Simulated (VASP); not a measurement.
Input of a VASP 6.6.1 run:

The input INCAR:

```
PREC = Accurate ; ENCUT = 520
EDIFF = 1E-6 ; ISMEAR = 0
SIGMA = 0.1 ; LREAL = F
LASPH = T ; NELM = 100
ALGO = Normal ; ISIF = 2
LWAVE = F ; LCHARG = T
GGA = PS ; LELF = T
LVHAR = T ; NBANDS = 8
```

File KPOINTS:

```
Automatic mesh
0
Gamma
  14 14 14
```

Contents of POSCAR:

```
Sb
1.0
    3.0308149600      0.0000000000      0.0000000000
    0.0000000000      3.0308149600      0.0000000000
    0.0000000000      0.0000000000      3.0308149600
Sb
1
Direct
    0.0000000000      0.0000000000      0.0000000000
```

Potentials or basis: VASP PAW PBE potentials, release 64 (Sb).

Run with:

```console
$ cat potpaw_PBE.64/Sb/POTCAR > POTCAR
$ mpirun -np 1 vasp_std > vasp.out
```

Question: What does it give for the pressure?

Answer: 2.1 GPa.

Caveat: the PAW data sets were made with another functional, which shifts forces and pressure a little.
